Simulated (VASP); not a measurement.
# Si8ClO15 (a cell with a defect) in VASP: single point with PBE

Aim: the single point of Si8ClO15 (a cell with a defect) with PBE.

Everything below comes from runs of VASP 6.6.1. Logs are shortened: lines on timing, memory, paths and dates and some standing lists are left out, and cuts for length are marked.

**1. The cell of the first run**

The cell holds a defect, 24 atoms: a = 8.562 Å, b = 8.562 Å, c = 7.046 Å, α = 65.70°, β = 65.70°, γ = 48.59°.

**2. Single point, PBE**

INCAR reads:

```
SYSTEM = Si8ClO15
PREC = Accurate
ENCUT = 520
EDIFF = 1E-6
ISMEAR = -1
SIGMA = 0.01
LREAL = Auto
LASPH = .True.
NELM = 80
ALGO = Normal
ISIF = 2
LWAVE = .False.
LCHARG = .False.
GGA = PE
NBANDS = 82
NELECT = 128.0
```

KPOINTS reads:

```
Automatic mesh
0
Gamma
  3 3 3
  0 0 0
```

POSCAR reads:

```
Si8ClO15
1.0
    0.0000000000      4.9820000000      6.9630000000
    4.9820000000      0.0000000000      6.9630000000
    4.9820000000      4.9820000000      0.0000000000
Si Cl O
8 1 15
Direct
    0.0089638663     -0.0430033108      0.3534873085
    0.4966872625      0.5039533749      0.8052090061
    0.4434266765      0.8027047080      0.3844663510
    0.9053928397      0.3614456466      0.8318520529
    0.2564780644      0.2485031677      0.4289885049
    0.7337676179      0.7629689806      0.9494451062
    0.0726752754      0.6798858725      0.1122846218
    0.5577214784      0.1831321885      0.6346216286
    0.0829119624      0.1621822839      0.0861137025
    0.5560118957      0.6406394012      0.5871458228
    0.3939190093      0.0306486596      0.3463731452
    0.8681065526      0.5763674932      0.8138746786
    0.4060984015      0.2759131051      0.4776733038
    0.8957107334      0.7855378132      0.9801580415
    0.2839957651      0.6622635083      0.9570623113
    0.7968411270      0.1147559458      0.5003009622
    0.1283000718      0.4493858252      0.2493022145
    0.5693113859      0.9809959628      0.8070466151
    0.0787948424      0.2426269810      0.6398552587
    0.6025632257      0.7032678416      0.1729304332
    0.2244439834      0.8229735660      0.4353101801
    0.7044179548      0.3543357179      0.9170387259
    0.4587699412      0.3621248423      0.7596028442
    0.9746900669      0.8363904250      0.2698571804
```

Potentials or basis: VASP PAW PBE potentials, release 64 (Si, Cl, O).

Command:

```
> cat potpaw_PBE.64/Si/POTCAR potpaw_PBE.64/Cl/POTCAR potpaw_PBE.64/O/POTCAR > POTCAR
> mpirun -np 1 vasp_std > vasp.out
```

OUTCAR:

```text
SYSTEM = Si8ClO15
   PREC = Accurate
   ENCUT = 520
   EDIFF = 1E-6
   ISMEAR = -1
   LREAL = Auto
   LASPH = .True.
   NELM = 80
   ISIF = 2
   GGA = PE
   NELECT = 128.0

 ion  position               nearest neighbor table
   1  0.009  0.957  0.353-  24 1.59  16 1.60  21 1.61   9 2.19   3 3.09   8 3.09   7 3.11
   2  0.497  0.504  0.805-  23 1.62  15 1.62  10 1.63  22 1.65   4 2.91   3 2.98   7 3.02   8 3.09

   3  0.443  0.803  0.384-  10 1.62  11 1.62  20 1.63  21 1.66   2 2.98   6 3.03   1 3.09   5 3.12

   4  0.905  0.361  0.832-  19 1.60  12 1.60  22 1.61   9 2.17   2 2.91   6 3.05   5 3.07
   5  0.256  0.249  0.429-  17 1.62  11 1.62  13 1.62  19 1.64   4 3.07   7 3.08   8 3.09   3 3.12

   6  0.734  0.763  0.949-  18 1.62  14 1.63  20 1.63  12 1.65   8 3.02   3 3.03   4 3.05   7 3.10

   7  0.073  0.680  0.112-  17 1.62  14 1.62  15 1.62  24 1.64   2 3.02   5 3.08   6 3.10   1 3.11

   8  0.558  0.183  0.635-  23 1.62  18 1.62  13 1.62  16 1.64   6 3.02   1 3.09   5 3.09   2 3.09

   9  0.083  0.162  0.086-   4 2.17   1 2.19
  10  0.556  0.641  0.587-   3 1.62   2 1.63
  11  0.394  0.031  0.346-   3 1.62   5 1.62
  12  0.868  0.576  0.814-   4 1.60   6 1.65
  13  0.406  0.276  0.478-   8 1.62   5 1.62
  14  0.896  0.786  0.980-   7 1.62   6 1.63
[... 8 lines left out ...]
  23  0.459  0.362  0.760-   2 1.62   8 1.62
  24  0.975  0.836  0.270-   1 1.59   7 1.64

  LATTYP: Found a body centered tetragonal cell.
 ALAT       =     7.0456119677
 C/A-ratio  =     1.9765493847

  Lattice vectors:

 A1 = (  -4.9820000000,   0.0000000000,   6.9630000000)
 A2 = (   4.9820000000,   0.0000000000,   6.9630000000)
 A3 = (   0.0000000000,   4.9820000000,  -6.9630000000)

Analysis of symmetry for initial positions (statically):
=====================================================================
 Subroutine PRICEL returns:
 Original cell was already a primitive cell.

 Routine SETGRP: Setting up the symmetry group for a
 body centered tetragonal supercell.

 Subroutine GETGRP returns: Found  1 space group operations
 (whereof  1 operations were pure point group operations)
 out of a pool of 16 trial point group operations.

The static configuration has the point symmetry C_1 .

Analysis of symmetry for dynamics (positions and initial velocities):
=====================================================================
 Subroutine PRICEL returns:
 Original cell was already a primitive cell.

 Routine SETGRP: Setting up the symmetry group for a
 body centered tetragonal supercell.

 Subroutine GETGRP returns: Found  1 space group operations
 (whereof  1 operations were pure point group operations)
 out of a pool of 16 trial point group operations.

The dynamic configuration has the point symmetry C_1 .

 Subroutine INISYM returns: Found  1 space group operations
 (whereof  1 operations are pure point group operations),
 and found     1 'primitive' translations

----------------------------------------------------------------------------------------

                                     Primitive cell

  volume of cell :     345.6478

  direct lattice vectors                    reciprocal lattice vectors
     0.000000000  4.982000000  6.963000000    -0.100361301  0.100361301  0.071808129
     4.982000000  0.000000000  6.963000000     0.100361301 -0.100361301  0.071808129
     4.982000000  4.982000000  0.000000000     0.100361301  0.100361301 -0.071808129

  length of vectors
     8.561757588  8.561757588  7.045611968     0.159063474  0.159063474  0.159063474

  position of ions in fractional coordinates (direct lattice)
     0.008963866  0.956996689  0.353487309
     0.496687262  0.503953375  0.805209006
     0.443426677  0.802704708  0.384466351
     0.905392840  0.361445647  0.831852053
     0.256478064  0.248503168  0.428988505
     0.733767618  0.762968981  0.949445106
[... 16 lines left out ...]
     0.458769941  0.362124842  0.759602844
     0.974690067  0.836390425  0.269857180

  ion indices of the primitive-cell ions
   primitive index   ion index
                 1           1
                 2           2
                 3           3
                 4           4
                 5           5
                 6           6
[... 16 lines left out ...]
                23          23
                24          24

----------------------------------------------------------------------------------------

 KPOINTS: Automatic mesh

Automatic generation of k-mesh.
 Grid dimensions read from file:
 generate k-points for:    3    3    3

 Generating k-lattice:

  Cartesian coordinates                     Fractional coordinates (reciprocal lattice)
    -0.033453767  0.033453767  0.023936043     0.333333333  0.000000000  0.000000000
     0.033453767 -0.033453767  0.023936043     0.000000000  0.333333333  0.000000000
     0.033453767  0.033453767 -0.023936043     0.000000000  0.000000000  0.333333333

  Length of vectors
     0.053021158  0.053021158  0.053021158

  Shift w.r.t. Gamma in fractional coordinates (k-lattice)
     0.000000000  0.000000000  0.000000000

 Subroutine IBZKPT returns following result:
 ===========================================

 Found     14 irreducible k-points:

 Following reciprocal coordinates:
            Coordinates               Weight
  0.000000  0.000000  0.000000      1.000000
  0.333333  0.000000  0.000000      2.000000
  0.000000  0.000000 -0.333333      2.000000
  0.000000  0.333333  0.000000      2.000000
  0.333333  0.333333  0.333333      2.000000
  0.333333  0.333333  0.000000      2.000000
 -0.333333  0.333333  0.000000      2.000000
  0.333333  0.333333 -0.333333      2.000000
  0.333333  0.000000  0.333333      2.000000
  0.000000 -0.333333 -0.333333      2.000000
 -0.333333  0.000000  0.333333      2.000000
  0.000000 -0.333333  0.333333      2.000000
 -0.333333  0.333333 -0.333333      2.000000
  0.333333 -0.333333 -0.333333      2.000000
   k-points           NKPTS =     14   k-points in BZ     NKDIM =     14   number of bands    NBANDS=     82
   number of dos      NEDOS =    301   number of ions     NIONS =     24
   total plane-waves  NPLWV = 221184
   dimension x,y,z NGX =    64 NGY =   64 NGZ =   54
   dimension x,y,z NGXF=   128 NGYF=  128 NGZF=  108
   ions per type =               8   1  15
   NGX,Y,Z   is equivalent  to a cutoff of  12.43, 12.43, 12.74 a.u.
   NGXF,Y,Z  is equivalent  to a cutoff of  24.85, 24.85, 25.48 a.u.
 SYSTEM =  Si8ClO15
   PREC   = accura    normal or accurate (medium, high low for compatibility)
   ISTART =      0    job   : 0-new  1-cont  2-samecut
   ICHARG =      2    charge: 1-file 2-atom 10-const
   ISPIN  =      1    spin polarized calculation?
   LNONCOLLINEAR =      F non collinear calculations
   LSORBIT =      F    spin-orbit coupling
   LASPH  =      T    aspherical Exc in radial PAW
   ENCUT  =  520.0 eV  38.22 Ry    6.18 a.u.  15.92 15.92 13.10*2*pi/ulx,y,z
   NELM   =     80;   NELMIN=  2; NELMDL= -5     # of ELM steps
   EDIFF  = 0.1E-05   stopping-criterion for ELM
   LREAL  =      T    real-space projection
   EDIFFG = 0.1E-04   stopping-criterion for IOM
   NSW    =      0    number of steps for IOM
   IBRION =     -1    ionic relax: 0-MD 1-quasi-New 2-CG
   NFREE  =      0    steps in history (QN), initial steepest desc. (CG)
   ISIF   =      2    stress and relaxation
   ISYM   =      2    0-nonsym 1-usesym 2-fastsym
   POTIM  = 0.5000    time-step for ionic-motion
   TEBEG  =    0.0;   TEEND  =   0.0 temperature during run
   PSTRESS=    0.0 pullay stress
   NELECT =     128.0000    total number of electrons
   NUPDOWN=      -1.0000    fix difference up-down
   EMIN   =  10.00;   EMAX   =-10.00  energy-range for DOS
   EFERMI =   0.00;   METHOD = LEGACY
   ISMEAR =    -1;   SIGMA  =   0.01  broadening in eV -4-tet -1-fermi 0-gaus
   EFERMI_NEDOS =   21; number of points for ismear=-14 and -15
   IALGO  =     38    algorithm
   IMIX   =      4    mixing-type and parameters
     AMIX     =   0.40;   BMIX     =  1.00
     AMIX_MAG =   1.60;   BMIX_MAG =  1.00
  volume/ion in A,a.u.               =      14.40        97.19
  Fermi-wavevector in a.u.,A,eV,Ry     =   1.175620  2.221599 18.804365  1.382082
  Thomas-Fermi vector in A             =   2.311997
   LORBIT       =      0    0 simple, 1 ext, 2 COOP (PROOUT), +10 PAW based schemes
   GGA     = PE    functional components
   LHFCALC =     F    Hartree Fock is set to
   AEXX    =    0.0000 exact exchange contribution
   IVDW    =     0    specifies the selected vdW correction
   LEPSILON=     F    determine dielectric tensor
   LRPA    =     F    only Hartree local field effects (RPA)
 non-spin polarized calculation
  energy-cutoff  :      520.00
  volume of cell :      345.65
 maximum number of plane-waves:      9331
   NGX = 31   NGY = 31   NGZ = 27

 number of electron     128.0000008 magnetization

 Free energy of the ion-electron system (eV)
  ---------------------------------------------------
  ext. energy  EPLUGINS =         0.00000000
  ---------------------------------------------------
  free energy    TOTEN  =      -186.00644091 eV

  energy without entropy =     -186.00644091  energy(sigma->0) =     -186.00644091

 E-fermi :   0.6080     XC(G=0):  -8.5805

 val. band max:        0.3507631494   @ k =   0.0000   0.0000   0.0000
 cond. band min:       5.7759862796   @ k =   0.0000   0.0000   0.0000
 fundamental gap:      5.4252231302
 Fermi energy:         0.6079731103

 k-point     1 :       0.0000    0.0000    0.0000
  band No.  band energies     occupation
      1     -18.8934      2.00000
      2     -18.2682      2.00000
      3     -18.0568      2.00000
      4     -18.0162      2.00000
      5     -17.9864      2.00000
      6     -17.9495      2.00000
[... 68 lines left out ...]
     75       9.6997      0.00000
     76       9.8474      0.00000

 k-point     2 :       0.3333    0.0000    0.0000
  band No.  band energies     occupation
      1     -18.7553      2.00000
      2     -18.4372      2.00000
      3     -18.3192      2.00000
      4     -18.1780      2.00000
      5     -17.8646      2.00000
      6     -17.6739      2.00000
[... 940 lines left out ...]
 k-point    14 :       0.3333   -0.3333   -0.3333
  band No.  band energies     occupation
      1     -18.6153      2.00000
      2     -18.5017      2.00000
      3     -18.3851      2.00000
      4     -18.3429      2.00000
      5     -17.6727      2.00000
      6     -17.6442      2.00000
[... 68 lines left out ...]
     75       9.8557      0.00000
     76       9.9998      0.00000
 [bands above 76 left out]

------------------------ aborting loop because EDIFF is reached ----------------------------------------

  FORCE on cell =-STRESS in cart. coord.  units (eV):
  Direction    XX          YY          ZZ          XY          YZ          ZX
  --------------------------------------------------------------------------------------
  -------------------------------------------------------------------------------------
  Total       -4.0471441     -2.3793341     -4.9712383     -0.0385286     -3.3371830     -0.4592219
  in kB      -18.7596793    -11.0288995    -23.0431224     -0.1785912    -15.4688051     -2.1286257
  external PRESSURE =     -17.6105671 kB  Pullay stress =       0.0000000 kB

 VOLUME and BASIS-vectors are now :
 -----------------------------------------------------------------------------
  energy-cutoff  :      520.00
  volume of cell :      345.65
      direct lattice vectors                 reciprocal lattice vectors
     0.000000000  4.982000000  6.963000000    -0.100361301  0.100361301  0.071808129
     4.982000000  0.000000000  6.963000000     0.100361301 -0.100361301  0.071808129
     4.982000000  4.982000000  0.000000000     0.100361301  0.100361301 -0.071808129

 POSITION                                       TOTAL-FORCE (eV/Angst)
 -----------------------------------------------------------------------------------
      6.52883      1.80573      6.72598         0.006441     -0.035805      0.056697
      6.52225      6.48605      6.96746         0.006978      0.025550     -0.010919
      5.91449      4.12456      8.67681        -0.006177     -0.002558     -0.014561
      5.94501      8.65495      8.82100        -0.005738      0.077866     -0.019044
      3.37526      3.41499      3.51618        -0.020206     -0.006191     -0.010031
      8.53125      8.38577     10.42178        -0.037109     -0.006820      0.002308
[... 16 lines left out ...]
      5.58845      6.06993      5.71589         0.004001      0.000710      0.002204
      5.51133      6.20033     12.61055        -0.033630     -0.006894     -0.011197
 -----------------------------------------------------------------------------------
    total drift:                                0.012508      0.006021      0.000228

  FREE ENERGIE OF THE ION-ELECTRON SYSTEM (eV)
  ---------------------------------------------------
  free  energy   TOTEN  =      -186.0064409076 eV

  energy  without entropy=     -186.0064409076  energy(sigma->0) =     -186.00644091
```

Wall time 22 min (1 thread of Intel Xeon 8259CL, shared host); peak memory 0.62 GiB.

What came out:

- Free energy: -186.0064 eV
- Largest force: 0.080 eV/Å

Forces on the atoms (eV/Å):
```
Si   0.006 -0.036  0.057
Si   0.007  0.026 -0.011
Si  -0.006 -0.003 -0.015
Si  -0.006  0.078 -0.019
Si  -0.020 -0.006 -0.010
Si  -0.037 -0.007  0.002
Si   0.031 -0.033  0.004
Si   0.018 -0.029  0.020
Cl   0.003 -0.010 -0.029
O   -0.002  0.018  0.002
O    0.007 -0.004 -0.005
O    0.033  0.011  0.018
O    0.004  0.000 -0.010
O    0.004  0.007 -0.006
O    0.003  0.002  0.001
O    0.021 -0.011 -0.013
O    0.006 -0.005  0.007
O   -0.002 -0.001  0.005
O   -0.030 -0.001  0.011
O   -0.003 -0.006  0.001
O   -0.010  0.026  0.024
O    0.003 -0.010 -0.024
O    0.004  0.001  0.002
O   -0.034 -0.007 -0.011
```

Levels at points of the mesh, in eV from the Fermi level:
```csv
k point,band 61,band 62,band 63,band 64,band 65,band 66,band 67,band 68
"(0.00, 0.00, 0.00)",-0.75,-0.57,-0.53,-0.26,5.17,6.49,6.99,7.94
```

Caveat: the cell carries a net charge on a neutralising background, which shifts energy and pressure; the cell is charged against a uniform background, so pressure and absolute levels hang on convention.
